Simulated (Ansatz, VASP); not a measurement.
# TiN: VASP beside Ansatz

INCAR

```
ALGO = Normal ; EDIFF = 1E-7
ENCUT = 520 ; GGA = PS
ISIF = 2 ; ISMEAR = 0
LASPH = True ; LCHARG = False
LREAL = False ; LWAVE = False
NBANDS = 16 ; NELM = 100
PREC = Accurate ; SIGMA = 0.15
```

File KPOINTS:

```
k-points
0
Gamma
  20 20 20
```

File POSCAR:

```
TiN
1.0
    0.0000000000      2.0735146868      2.0735146868
    2.0735146868      0.0000000000      2.0735146868
    2.0735146868      2.0735146868      0.0000000000
Ti N
1 1
Direct
    0.0000000000      0.0000000000      0.0000000000
    0.5000000000      0.5000000000      0.5000000000
```

Input for Ansatz:

```yaml
crystal:
  lattice:
    - [0.0, 2.0735146868, 2.0735146868]
    - [2.0735146868, 0.0, 2.0735146868]
    - [2.0735146868, 2.0735146868, 0.0]
  atoms:
    - { symbol: Ti, position: [0.0, 0.0, 0.0] }
    - { symbol: "N", position: [0.5, 0.5, 0.5] }
basis:
  ecutwfc: 520.0
kpoints:
  mp_grid: { grid: [20, 20, 20] }
hamiltonian:
  xc: pbesol
  pseudopotentials: { kind: paw, azcp: { folder: soft_1 } }
scf:
  occupations: { method: gaussian, width: 0.15 }
  lower_state_search: "off"
output:
  forces: true
  stress: true
  eigenvalues: true
```

Alike in both runs: task single point; functional PBEsol; k mesh 20 × 20 × 20; occupations gaussian, width 0.15 eV; no spin polarisation.

```csv
,VASP,Ansatz
version,VASP 6.6.1,Ansatz 0.2.0
potentials or method,"VASP PAW PBE potentials, release 64 (Ti_sv, N), cutoff 520 eV","scalar-relativistic, plane waves, PAW"
valence electrons in the cell,17,17
```

|  | VASP | Ansatz | Ansatz less VASP |
| --- | --- | --- | --- |
| gap on the k mesh at the Fermi level (eV) | none | none | - |
| pressure (GPa) | 13.9 | 13.4 | -0.49 |

VASP's potentials were made for PBE, not for PBEsol, and Ansatz warns of the same on its side. A gap of «none» marks a metal or a gap that the smearing closes. With one functional, cell and mesh, what is left measures potentials, basis and numerics.
